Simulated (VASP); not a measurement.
# BN (F-43m) in VASP: notebook

Runs on BN. Level: LDA. Tasks: single point, relaxation of cell and atoms.

Everything below comes from runs of VASP 6.6.1. Logs are shortened: lines on timing, memory, paths and dates and some standing lists are left out, and cuts for length are marked.

### 1 The cell of the first run

The structure is cubic, space group F-43m (No. 216). The conventional cell has a = 3.581 Å, b = 3.581 Å, c = 3.581 Å, α = 90.00°, β = 90.00°, γ = 90.00°. B (site symmetry -43m) has 4 N at 1.55 Å within 2.1 Å. N (site symmetry -43m) has 4 B at 1.55 Å within 2.1 Å.

### 2 Single point, LDA

The input, INCAR:

```
ALGO = Normal
EDIFF = 1E-6
ENCUT = 520
ISIF = 2
ISMEAR = 0
LASPH = T
LCHARG = T
LELF = T
LREAL = F
LVHAR = T
LWAVE = F
NBANDS = 11
NELM = 60
PREC = Accurate
SIGMA = 0.02
```

The input, KPOINTS:

```
k-points
0
Gamma
  12 12 12
```

The input, POSCAR:

```
BN
1.0
    0.0000000000      1.7902832625      1.7902832625
    1.7902832625      0.0000000000      1.7902832625
    1.7902832625      1.7902832625      0.0000000000
B N
1 1
Direct
    0.0000000000      0.0000000000      0.0000000000
    0.7500000000      0.7500000000      0.7500000000
```

Potentials or basis: VASP PAW LDA potentials, release 64 (B, N).

Launch:

```sh
$ cat potpaw_LDA.64/B/POTCAR potpaw_LDA.64/N/POTCAR > POTCAR
$ mpirun -np 1 vasp_std > vasp.out
```

OUTCAR:

```text
EDIFF = 1E-6
   ENCUT = 520
   ISIF = 2
   ISMEAR = 0
   LASPH = T
   LREAL = F
   NELM = 60
   PREC = Accurate

 ion  position               nearest neighbor table
   1  0.000  0.000  0.000-   2 1.55   2 1.55   2 1.55   2 1.55
   2  0.750  0.750  0.750-   1 1.55   1 1.55   1 1.55   1 1.55

  LATTYP: Found a face centered cubic cell.
 ALAT       =     3.5805665250

  Lattice vectors:

 A1 = (   0.0000000000,   1.7902832625,   1.7902832625)
 A2 = (   1.7902832625,   0.0000000000,   1.7902832625)
 A3 = (   1.7902832625,   1.7902832625,   0.0000000000)

Analysis of symmetry for initial positions (statically):
=====================================================================
 Subroutine PRICEL returns:
 Original cell was already a primitive cell.

 Routine SETGRP: Setting up the symmetry group for a
 face centered cubic supercell.

 Subroutine GETGRP returns: Found 24 space group operations
 (whereof 24 operations were pure point group operations)
 out of a pool of 48 trial point group operations.

The static configuration has the point symmetry T_d .

Analysis of symmetry for dynamics (positions and initial velocities):
=====================================================================
 Subroutine PRICEL returns:
 Original cell was already a primitive cell.

 Routine SETGRP: Setting up the symmetry group for a
 face centered cubic supercell.

 Subroutine GETGRP returns: Found 24 space group operations
 (whereof 24 operations were pure point group operations)
 out of a pool of 48 trial point group operations.

The dynamic configuration has the point symmetry T_d .

 Subroutine INISYM returns: Found 24 space group operations
 (whereof 24 operations are pure point group operations),
 and found     1 'primitive' translations

----------------------------------------------------------------------------------------

                                     Primitive cell

  volume of cell :      11.4761

  direct lattice vectors                    reciprocal lattice vectors
     0.000000000  1.790283263  1.790283263    -0.279285413  0.279285413  0.279285413
     1.790283263  0.000000000  1.790283263     0.279285413 -0.279285413  0.279285413
     1.790283263  1.790283263  0.000000000     0.279285413  0.279285413 -0.279285413

  length of vectors
     2.531842870  2.531842870  2.531842870     0.483736525  0.483736525  0.483736525

  position of ions in fractional coordinates (direct lattice)
     0.000000000  0.000000000  0.000000000
     0.750000000  0.750000000  0.750000000

  ion indices of the primitive-cell ions
   primitive index   ion index
                 1           1
                 2           2

----------------------------------------------------------------------------------------

 KPOINTS: k-points

Automatic generation of k-mesh.
 Grid dimensions read from file:
 generate k-points for:   12   12   12

 Generating k-lattice:

  Cartesian coordinates                     Fractional coordinates (reciprocal lattice)
    -0.023273784  0.023273784  0.023273784     0.083333333  0.000000000  0.000000000
     0.023273784 -0.023273784  0.023273784     0.000000000  0.083333333  0.000000000
     0.023273784  0.023273784 -0.023273784     0.000000000  0.000000000  0.083333333

  Length of vectors
     0.040311377  0.040311377  0.040311377

  Shift w.r.t. Gamma in fractional coordinates (k-lattice)
     0.000000000  0.000000000  0.000000000

 Subroutine IBZKPT returns following result:
 ===========================================

 Found     72 irreducible k-points:

 Following reciprocal coordinates:
            Coordinates               Weight
  0.000000  0.000000  0.000000      1.000000
  0.083333  0.000000  0.000000      8.000000
  0.166667  0.000000  0.000000      8.000000
  0.250000  0.000000  0.000000      8.000000
  0.333333  0.000000  0.000000      8.000000
  0.416667  0.000000  0.000000      8.000000
[... 16 lines left out ...]
  0.500000  0.166667  0.000000     24.000000
 -0.416667  0.166667  0.000000     24.000000
 [... further k-points ...]
   k-points           NKPTS =     72   k-points in BZ     NKDIM =     72   number of bands    NBANDS=     11
   number of dos      NEDOS =    301   number of ions     NIONS =      2
   total plane-waves  NPLWV =   8000
   dimension x,y,z NGX =    20 NGY =   20 NGZ =   20
   dimension x,y,z NGXF=    40 NGYF=   40 NGZF=   40
   ions per type =               1   1
   NGX,Y,Z   is equivalent  to a cutoff of  13.13, 13.13, 13.13 a.u.
   NGXF,Y,Z  is equivalent  to a cutoff of  26.26, 26.26, 26.26 a.u.
 SYSTEM =  unknown system
   PREC   = accura    normal or accurate (medium, high low for compatibility)
   ISTART =      0    job   : 0-new  1-cont  2-samecut
   ICHARG =      2    charge: 1-file 2-atom 10-const
   ISPIN  =      1    spin polarized calculation?
   LNONCOLLINEAR =      F non collinear calculations
   LSORBIT =      F    spin-orbit coupling
   LASPH  =      T    aspherical Exc in radial PAW
   ENCUT  =  520.0 eV  38.22 Ry    6.18 a.u.   4.71  4.71  4.71*2*pi/ulx,y,z
   NELM   =     60;   NELMIN=  2; NELMDL= -5     # of ELM steps
   EDIFF  = 0.1E-05   stopping-criterion for ELM
   LREAL  =      F    real-space projection
   EDIFFG = 0.1E-04   stopping-criterion for IOM
   NSW    =      0    number of steps for IOM
   IBRION =     -1    ionic relax: 0-MD 1-quasi-New 2-CG
   NFREE  =      0    steps in history (QN), initial steepest desc. (CG)
   ISIF   =      2    stress and relaxation
   ISYM   =      2    0-nonsym 1-usesym 2-fastsym
   POTIM  = 0.5000    time-step for ionic-motion
   TEBEG  =    0.0;   TEEND  =   0.0 temperature during run
   PSTRESS=    0.0 pullay stress
   NELECT =       8.0000    total number of electrons
   NUPDOWN=      -1.0000    fix difference up-down
   EMIN   =  10.00;   EMAX   =-10.00  energy-range for DOS
   EFERMI =   0.00;   METHOD = LEGACY
   ISMEAR =     0;   SIGMA  =   0.02  broadening in eV -4-tet -1-fermi 0-gaus
   EFERMI_NEDOS =   21; number of points for ismear=-14 and -15
   IALGO  =     38    algorithm
   IMIX   =      4    mixing-type and parameters
     AMIX     =   0.40;   BMIX     =  1.00
     AMIX_MAG =   1.60;   BMIX_MAG =  1.00
  volume/ion in A,a.u.               =       5.74        38.72
  Fermi-wavevector in a.u.,A,eV,Ry     =   1.451576  2.743081 28.668462  2.107073
  Thomas-Fermi vector in A             =   2.569057
   LORBIT       =      0    0 simple, 1 ext, 2 COOP (PROOUT), +10 PAW based schemes
   GGA     = CA    functional components
   LHFCALC =     F    Hartree Fock is set to
   AEXX    =    0.0000 exact exchange contribution
   IVDW    =     0    specifies the selected vdW correction
   LEPSILON=     F    determine dielectric tensor
   LRPA    =     F    only Hartree local field effects (RPA)
 non-spin polarized calculation
 Gauss-broadening in eV      SIGMA  =   0.02
  energy-cutoff  :      520.00
  volume of cell :       11.48
 maximum number of plane-waves:       331
   NGX =  9   NGY =  9   NGZ =  9

 number of electron       7.9999999 magnetization

 Free energy of the ion-electron system (eV)
  ---------------------------------------------------
  ext. energy  EPLUGINS =         0.00000000
  ---------------------------------------------------
  free energy    TOTEN  =       -19.41381724 eV

  energy without entropy =      -19.41381724  energy(sigma->0) =      -19.41381724

 E-fermi :   7.8571     XC(G=0): -13.2434

 val. band max:        7.7523042211   @ k =   0.0000   0.0000   0.0000
 cond. band min:      12.1293790978   @ k =   0.5000   0.5000   0.0000
 fundamental gap:      4.3770748767
 Fermi energy:         7.8570929405

 k-point     1 :       0.0000    0.0000    0.0000
  band No.  band energies     occupation
      1     -12.6461      2.00000
      2       7.7523      2.00000
      3       7.7523      2.00000
      4       7.7523      2.00000
      5      16.5710      0.00000
      6      16.5710      0.00000
      7      16.5710      0.00000
      8      18.6620      0.00000
      9      32.7877      0.00000
     10      35.8956      0.00000
     11      35.8956      0.00000

 k-point     2 :       0.0833    0.0000    0.0000
  band No.  band energies     occupation
      1     -12.4725      2.00000
      2       6.8292      2.00000
      3       7.5642      2.00000
      4       7.5642      2.00000
      5      16.8404      0.00000
      6      16.8545      0.00000
      7      16.8545      0.00000
      8      19.1745      0.00000
      9      32.4630      0.00000
     10      33.5058      0.00000
     11      33.5058      0.00000

 k-point     3 :       0.1667    0.0000    0.0000
  band No.  band energies     occupation
      1     -11.9579      2.00000
      2       4.6978      2.00000
      3       7.1083      2.00000
      4       7.1083      2.00000
      5      17.2755      0.00000
      6      17.5095      0.00000
      7      17.5095      0.00000
      8      20.3960      0.00000
      9      31.7635      0.00000
     10      31.9096      0.00000
     11      31.9096      0.00000

 k-point     4 :       0.2500    0.0000    0.0000
  band No.  band energies     occupation
      1     -11.1236      2.00000
      2       2.1838      2.00000
      3       6.5842      2.00000
      4       6.5842      2.00000
      5      17.6823      0.00000
      6      18.1277      0.00000
      7      18.1277      0.00000
      8      21.6129      0.00000
      9      31.2066      0.00000
     10      31.4985      0.00000
     11      31.4985      0.00000
[... 239 lines left out ...]
 k-point    22 :       0.4167    0.1667    0.0000
  band No.  band energies     occupation
      1      -9.0929      2.00000
      2      -0.5831      2.00000
      3       4.5601      2.00000
      4       4.6932      2.00000
      5      16.2865      0.00000
      6      20.4364      0.00000
      7      20.7268      0.00000
      8      21.7043      0.00000
      9      28.2134      0.00000
     10      34.2876      0.00000
     11      36.4194      0.00000

 k-point    23 :       0.5000    0.1667    0.0000
  band No.  band energies     occupation
      1      -8.0553      2.00000
      2      -2.2218      2.00000
      3       3.9568      2.00000
      4       4.7706      2.00000
      5      16.6295      0.00000
      6      20.4245      0.00000
      7      20.4700      0.00000
      8      23.0119      0.00000
      9      28.5671      0.00000
     10      34.4643      0.00000
     11      35.5972      0.00000

 k-point    24 :      -0.4167    0.1667    0.0000
  band No.  band energies     occupation
      1      -7.8506      2.00000
      2      -2.5128      2.00000
      3       3.5401      2.00000
      4       5.0976      2.00000
      5      17.0812      0.00000
      6      20.0648      0.00000
      7      20.2954      0.00000
      8      23.6469      0.00000
      9      28.8495      0.00000
     10      33.2888      0.00000
     11      34.7266      0.00000

 [... further k-points ...]
[... 5 lines left out ...]
  --------------------------------------------------------------------------------------
  -------------------------------------------------------------------------------------
  Total        0.0725443      0.0725443      0.0725443      0.0000000      0.0000000      0.0000000
  in kB       10.1278881     10.1278881     10.1278881      0.0000000      0.0000000      0.0000000
  external PRESSURE =      10.1278881 kB  Pullay stress =       0.0000000 kB

 VOLUME and BASIS-vectors are now :
 -----------------------------------------------------------------------------
  energy-cutoff  :      520.00
  volume of cell :       11.48
      direct lattice vectors                 reciprocal lattice vectors
     0.000000000  1.790283263  1.790283263    -0.279285413  0.279285413  0.279285413
     1.790283263  0.000000000  1.790283263     0.279285413 -0.279285413  0.279285413
     1.790283263  1.790283263  0.000000000     0.279285413  0.279285413 -0.279285413

 POSITION                                       TOTAL-FORCE (eV/Angst)
 -----------------------------------------------------------------------------------
      0.00000      0.00000      0.00000        -0.000000     -0.000000      0.000000
      2.68542      2.68542      2.68542         0.000000      0.000000     -0.000000
 -----------------------------------------------------------------------------------
    total drift:                                0.000000      0.000000      0.000000

  FREE ENERGIE OF THE ION-ELECTRON SYSTEM (eV)
  ---------------------------------------------------
  free  energy   TOTEN  =       -19.4138172446 eV

  energy  without entropy=      -19.4138172446  energy(sigma->0) =      -19.41381724
```

Wall time 8.5 s (1 thread of Intel Xeon 8259CL, shared host); peak memory 0.12 GiB.

What came out:

```yaml
Free_energy: -19.4138 eV
Pressure: 1.0 GPa
Band_gap_on_the_k_mesh: 4.38 eV, indirect (least direct gap 8.82 eV)
```

Levels at points of the mesh, in eV from the valence-band top:
| k point | band 1 | band 2 | band 3 | band 4 | band 5 | band 6 | band 7 | band 8 |
| --- | --- | --- | --- | --- | --- | --- | --- | --- |
| (0.00, 0.00, 0.00) | -20.40 | 0.00 | 0.00 | 0.00 | 8.82 | 8.82 | 8.82 | 10.91 |
| (0.50, 0.00, 0.00) | -15.98 | -10.98 | -2.00 | -2.00 | 10.59 | 10.72 | 10.72 | 15.31 |
| (0.50, 0.50, 0.00) | -14.56 | -9.07 | -5.07 | -5.07 | 4.38 | 9.31 | 18.14 | 18.14 |

A k mesh can miss the band edges. LDA gaps usually lie below the measured ones, often by a third to a half.

[end of part 1 of 2]
